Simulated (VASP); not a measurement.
# CaSe (Fm-3m) in VASP: settings compared

CaSe is run at these levels: PBEsol, RPBE; tasks: vibrations by perturbation theory.

Everything below comes from runs of VASP 6.6.1. Logs are shortened: lines on timing, memory, paths and dates and some standing lists are left out, and cuts for length are marked.

## Step 1: The cell of the first run

Symmetry: Fm-3m, No. 225, cubic system. Conventional cell: a = 5.830 Å, b = 5.830 Å, c = 5.830 Å, α = 90.00°, β = 90.00°, γ = 90.00°. Ca (site symmetry m-3m) has 6 Se at 2.91 Å within 3.8 Å. Within 3.8 Å of Se (site symmetry m-3m) lie 6 Ca at 2.91 Å.

## Step 2: Vibrations by perturbation theory, PBEsol

INCAR

```
SYSTEM = CaSe
ALGO = Normal
EDIFF = 1E-8
ENCUT = 500
GGA = PS
GGA_COMPAT = .FALSE.
IBRION = 8
ISIF = 2
ISMEAR = 1
LASPH = .TRUE.
LCHARG = .TRUE.
LREAL = .FALSE.
LWAVE = .FALSE.
NBANDS = 15
NELM = 120
NSW = 1
PREC = Accurate
SIGMA = 0.15
```

KPOINTS

```
k-points
0
G
  6 6 6
  0 0 0
```

POSCAR

```
CaSe
1.0
    0.0000000000      2.9147590724      2.9147590724
    2.9147590724      0.0000000000      2.9147590724
    2.9147590724      2.9147590724      0.0000000000
Ca Se
1 1
Direct
    0.0000000000      0.0000000000      0.0000000000
    0.5000000000      0.5000000000      0.5000000000
```

Potentials or basis: VASP PAW PBE potentials, release 64 (Ca_sv, Se).

On the command line:

```bash
cat potpaw_PBE.64/Ca_sv/POTCAR potpaw_PBE.64/Se/POTCAR > POTCAR
mpirun -np 1 vasp_std > vasp.out
```

OUTCAR:

```text
SYSTEM = CaSe
   EDIFF = 1E-8
   ENCUT = 500
   GGA = PS
   IBRION = 8
   ISIF = 2
   ISMEAR = 1
   LASPH = .TRUE.
   LREAL = .FALSE.
   NELM = 120
   NSW = 1
   PREC = Accurate

 ion  position               nearest neighbor table
   1  0.000  0.000  0.000-   2 2.91   2 2.91   2 2.91   2 2.91   2 2.91   2 2.91
   2  0.500  0.500  0.500-   1 2.91   1 2.91   1 2.91   1 2.91   1 2.91   1 2.91

  LATTYP: Found a face centered cubic cell.
 ALAT       =     5.8295181448

  Lattice vectors:

 A1 = (   0.0000000000,   2.9147590724,   2.9147590724)
 A2 = (   2.9147590724,   0.0000000000,   2.9147590724)
 A3 = (   2.9147590724,   2.9147590724,   0.0000000000)

Analysis of symmetry for initial positions (statically):
=====================================================================
 Subroutine PRICEL returns:
 Original cell was already a primitive cell.

 Routine SETGRP: Setting up the symmetry group for a
 face centered cubic supercell.

 Subroutine GETGRP returns: Found 48 space group operations
 (whereof 48 operations were pure point group operations)
 out of a pool of 48 trial point group operations.

The static configuration has the point symmetry O_h .

Analysis of symmetry for dynamics (positions and initial velocities):
=====================================================================
 Subroutine PRICEL returns:
 Original cell was already a primitive cell.

 Routine SETGRP: Setting up the symmetry group for a
 face centered cubic supercell.

 Subroutine GETGRP returns: Found 48 space group operations
 (whereof 48 operations were pure point group operations)
 out of a pool of 48 trial point group operations.

The dynamic configuration has the point symmetry O_h .

 Subroutine INISYM returns: Found 48 space group operations
 (whereof 48 operations are pure point group operations),
 and found     1 'primitive' translations

----------------------------------------------------------------------------------------

                                     Primitive cell

  volume of cell :      49.5265

  direct lattice vectors                    reciprocal lattice vectors
     0.000000000  2.914759072  2.914759072    -0.171540765  0.171540765  0.171540765
     2.914759072  0.000000000  2.914759072     0.171540765 -0.171540765  0.171540765
     2.914759072  2.914759072  0.000000000     0.171540765  0.171540765 -0.171540765

  length of vectors
     4.122091811  4.122091811  4.122091811     0.297117320  0.297117320  0.297117320

  position of ions in fractional coordinates (direct lattice)
     0.000000000  0.000000000  0.000000000
     0.500000000  0.500000000  0.500000000

  ion indices of the primitive-cell ions
   primitive index   ion index
                 1           1
                 2           2

----------------------------------------------------------------------------------------

 KPOINTS: k-points

Automatic generation of k-mesh.
 Grid dimensions read from file:
 generate k-points for:    6    6    6

 Generating k-lattice:

  Cartesian coordinates                     Fractional coordinates (reciprocal lattice)
    -0.028590127  0.028590127  0.028590127     0.166666667  0.000000000  0.000000000
     0.028590127 -0.028590127  0.028590127     0.000000000  0.166666667  0.000000000
     0.028590127  0.028590127 -0.028590127     0.000000000  0.000000000  0.166666667

  Length of vectors
     0.049519553  0.049519553  0.049519553
[... 74 lines left out ...]
   LEPSILON=     F    determine dielectric tensor
   LRPA    =     F    only Hartree local field effects (RPA)
 non-spin polarized calculation
 Methfessel and Paxton  Order N= 1 SIGMA  =   0.15
  energy-cutoff  :      500.00
  volume of cell :       49.53
 maximum number of plane-waves:      1278
   NGX = 15   NGY = 15   NGZ = 15

--------------------------------------- Ionic step        1  -------------------------------------------

 number of electron      15.9999996 magnetization

 Free energy of the ion-electron system (eV)
  ---------------------------------------------------
  ext. energy  EPLUGINS =         0.00000000
  ---------------------------------------------------
  free energy    TOTEN  =       -10.06754416 eV

  energy without entropy =      -10.06766523  energy(sigma->0) =      -10.06758452

 E-fermi :   2.7811     XC(G=0):  -9.5145

 val. band max:        2.6548201800   @ k =   0.0000   0.0000   0.0000
 cond. band min:       4.4651446059   @ k =   0.5000   0.5000   0.0000
 fundamental gap:      1.8103244259
 Fermi energy:         2.7810864279

 k-point     1 :       0.0000    0.0000    0.0000
  band No.  band energies     occupation
      1     -36.7601      2.00000
      2     -17.8434      2.00000
      3     -17.8434      2.00000
      4     -17.8434      2.00000
      5      -9.3280      2.00000
      6       2.6548      1.99995
      7       2.6548      1.99995
      8       2.6548      1.99995
      9       6.0757      0.00000
     10       6.2766      0.00000
     11       6.2766      0.00000
     12       6.2766      0.00000
     13       6.9232      0.00000
     14       6.9232      0.00000
[... 259 lines left out ...]
      4     -17.8918      2.00000
      5      -8.6087      2.00000
      6       0.2249      2.00000
      7       0.9603      2.00000
      8       1.0329      2.00000
      9       5.8680      0.00000
     10       7.9048      0.00000
     11       8.0633      0.00000
     12       8.6136      0.00000
     13       8.8349      0.00000
     14       9.8590      0.00000
     15      12.3211      0.00000

------------------------ aborting loop because EDIFF is reached ----------------------------------------

  FORCE on cell =-STRESS in cart. coord.  units (eV):
  Direction    XX          YY          ZZ          XY          YZ          ZX
  --------------------------------------------------------------------------------------
  -------------------------------------------------------------------------------------
  Total        0.4055225      0.4055225      0.4055225      0.0000000      0.0000000      0.0000000
  in kB       13.1186006     13.1186006     13.1186006      0.0000000      0.0000000      0.0000000
  external PRESSURE =      13.1186006 kB  Pullay stress =       0.0000000 kB

 VOLUME and BASIS-vectors are now :
 -----------------------------------------------------------------------------
  energy-cutoff  :      500.00
  volume of cell :       49.53
      direct lattice vectors                 reciprocal lattice vectors
     0.000000000  2.914759072  2.914759072    -0.171540765  0.171540765  0.171540765
     2.914759072  0.000000000  2.914759072     0.171540765 -0.171540765  0.171540765
     2.914759072  2.914759072  0.000000000     0.171540765  0.171540765 -0.171540765

 POSITION                                       TOTAL-FORCE (eV/Angst)
 -----------------------------------------------------------------------------------
      0.00000      0.00000      0.00000         0.000000      0.000000      0.000000
      2.91476      2.91476      2.91476        -0.000000     -0.000000     -0.000000
 -----------------------------------------------------------------------------------
    total drift:                               -0.000000      0.000000      0.000000

  FREE ENERGIE OF THE ION-ELECTRON SYSTEM (eV)
  ---------------------------------------------------
  free  energy   TOTEN  =       -10.0675441613 eV

  energy  without entropy=      -10.0676652282  energy(sigma->0) =      -10.06758452

[... ionic steps 2 to 3 ...]

--------------------------------------- Ionic step        4  -------------------------------------------

------------------------ aborting loop because EDIFF is reached ----------------------------------------

[... ionic steps 5 to 6 ...]

--------------------------------------- Ionic step        7  -------------------------------------------

 Free energy of the ion-electron system (eV)
  ---------------------------------------------------
  ---------------------------------------------------
  free energy    TOTEN  =        -0.08619913 eV

  energy without entropy =       -0.08619913

------------------------ aborting loop because EDIFF is reached ----------------------------------------

 INTERNAL STRAIN TENSOR  FOR ION    2  DIRECTION 1   (eV/Angst):
 -----------------------------------------------------------------------------
    -0.00964 -0.00000  0.00000
     0.00000  0.00274 -0.00000
    -0.00000 -0.00000  0.00274

 INTERNAL STRAIN TENSOR FOR ION    2 for displacements in x,y,z  (eV/Angst):
          X           Y           Z          XY          YZ          ZX
  --------------------------------------------------------------------------------
  x     0.00000     0.00000     0.00000     0.00000     0.00000     0.00000
  y     0.00000     0.00000     0.00000     0.00000     0.00000     0.00000
  z     0.00000     0.00000     0.00000     0.00000     0.00000     0.00000

 SECOND DERIVATIVES (NOT SYMMETRIZED)
 ------------------------------------
               1X          1Y          1Z          2X          2Y          2Z
  1X    -3.550642    0.000000    0.000000    3.550642    0.000000    0.000000
  1Y     0.000000   -3.550642    0.000000    0.000000    3.550642    0.000000
  1Z     0.000000    0.000000   -3.550642    0.000000    0.000000    3.550642
  2X     3.553032    0.000000    0.000000   -3.553032    0.000000    0.000000
  2Y     0.000000    3.553032    0.000000    0.000000   -3.553032    0.000000
  2Z     0.000000    0.000000    3.553032    0.000000    0.000000   -3.553032

 Eigenvectors and eigenvalues of the dynamical matrix
 ----------------------------------------------------

   1 f  =    5.713992 THz    35.902068 2PiTHz  190.598245 cm-1    23.631160 meV
             X         Y         Z           dx          dy          dz
      0.000000  0.000000  0.000000     0.814351   -0.000000    0.000000
      2.914759  2.914759  2.914759    -0.580373    0.000000    0.000000
[... 21 lines left out ...]
   6 f/i=    0.000909 THz     0.005710 2PiTHz    0.030315 cm-1     0.003759 meV
             X         Y         Z           dx          dy          dz
      0.000000  0.000000  0.000000     0.000000    0.000000   -0.580373
      2.914759  2.914759  2.914759     0.000000    0.000000   -0.814351

--------------------------------------------------------------------------------------------------------

 ELASTIC MODULI CONTR FROM IONIC RELAXATION (kBar)
 Direction    XX          YY          ZZ          XY          YZ          ZX
 --------------------------------------------------------------------------------
 XX           0.0000      0.0000      0.0000      0.0000      0.0000      0.0000
 YY           0.0000      0.0000      0.0000      0.0000      0.0000      0.0000
 ZZ           0.0000      0.0000      0.0000      0.0000      0.0000      0.0000
 XY           0.0000      0.0000      0.0000      0.0000      0.0000      0.0000
 YZ           0.0000      0.0000      0.0000      0.0000      0.0000      0.0000
 ZX           0.0000      0.0000      0.0000      0.0000      0.0000      0.0000
 --------------------------------------------------------------------------------
```

Wall time 2.9 min (1 thread of Intel Xeon 8259CL, shared host); peak memory 0.22 GiB.

Results:

- Highest phonon frequency at Γ, LO-TO splitting left out: 191 cm⁻¹

Phonon frequencies in cm⁻¹ (negative: imaginary):
```
              q point        frequencies
(0.000, 0.000, 0.000)  0 0 0 191 191 191
```

Caveat: the cell stands under pressure or tension, which shifts response properties; the PAW data sets were made with another functional, which shifts forces and pressure a little.

(Part 1 of 2 ends here.)
